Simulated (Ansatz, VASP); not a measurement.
## W: VASP beside Ansatz

```
CELL_PARAMETERS angstrom
0.00000 1.98191 1.98191
1.98191 0.00000 1.98191
1.98191 1.98191 0.00000
ATOMIC_POSITIONS crystal
W 0.00000 0.00000 0.00000
```

Alike in both runs: task single point; functional r2SCAN; k mesh 15 × 15 × 15; occupations fermi-dirac, width 0.1 eV; no spin polarisation.

|  | VASP | Ansatz |
| --- | --- | --- |
| version | VASP 6.6.1 | Ansatz 0.2.0 |
| potentials or method | VASP PAW PBE potentials, release 64 (W_sv), cutoff 520 eV | plane waves (500 eV) with PAW, scalar-relativistic |
| valence electrons in the cell | 14 | 14 |

VASP gave:

| Item | Value |
| --- | --- |
| pressure (GPa) | 14.3 |

Estimate Ansatz's values.

pressure (GPa): 12.9.

VASP's potentials were made for PBE, not for r2SCAN.

Neither program's run includes spin-orbit coupling.
